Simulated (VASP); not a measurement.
Set up this calculation in VASP 6.6.1, as the native input.

```
Task                   : single point
Functional             : PBE
Potentials or basis    : VASP PAW PBE potentials, release 64 (Mg)
Cutoff                 : 520 eV
k mesh                 : 3 × 3 × 1
Occupations            : gaussian, width 0.15 eV
Spin                   : no spin polarisation
Dipole correction      : no
Further INCAR settings : LREAL = Auto; ALGO = Normal; EDIFF = 1e-07; NBANDS = 31
```

The structure of Mg lies in POSCAR:

```
Mg
1.0
    6.4200000000      0.0000000000      0.0000000000
    3.2100000000      5.5598830000      0.0000000000
    0.0000000000      0.0000000000     19.8195600000
Mg
17
Direct
   -0.1666666367      0.3333332734      0.0504552069
    0.3333333633      0.3333332734      0.0504552069
   -0.1666666817      0.8333333633      0.0504552069
    0.3333333183      0.8333333633      0.0504552069
    0.0007445998      0.0007189000      0.1850385175
    0.5014030282     -0.0005904801      0.1858182018
   -0.0005622600      0.5013752987      0.1858180000
    0.5014642726      0.5014431059      0.1858287470
   -0.1652978850      0.3340939009      0.3144821580
    0.3344127286      0.3344237640      0.3126583032
   -0.1654259231      0.8345409427      0.3145152062
    0.3341162085      0.8346607294      0.3144786766
    0.0014368693      0.0013888781      0.4512316116
    0.5003385380      0.0038578150      0.4485763559
    0.0037850905      0.5004080122      0.4486442686
    0.5003031928      0.5002842686      0.4487292856
    0.6724309682      0.6738692163      0.5848771113
```

The input as run:

INCAR

```
SYSTEM = Mg
PREC = Accurate
ENCUT = 520
EDIFF = 1E-7
ISMEAR = 0
SIGMA = 0.15
LREAL = Auto
LASPH = .TRUE.
NELM = 100
ALGO = Normal
ISIF = 2
LWAVE = .FALSE.
LCHARG = .FALSE.
GGA = PE
NBANDS = 31
```

KPOINTS

```
Automatic mesh
0
G
  3 3 1
  0 0 0
```

Potentials or basis: VASP PAW PBE potentials, release 64 (Mg).

The run is started by

```console
$ cat potpaw_PBE.64/Mg/POTCAR > POTCAR
$ mpirun -np 1 vasp_std > vasp.out
```

Results of the run:

* Largest force: 0.035 eV/Å
* Band gap on the k mesh: zero (band 17 reaches 0.13 eV, above the bottom of band 18 at -0.45 eV)

Caveat: the k points lie up to 0.38 Å⁻¹ apart.

Wall time 120 s on 1 thread of Intel(R) Xeon(R) 6975P-C (Granite Rapids), on a shared host, peak memory 0.65 GiB.
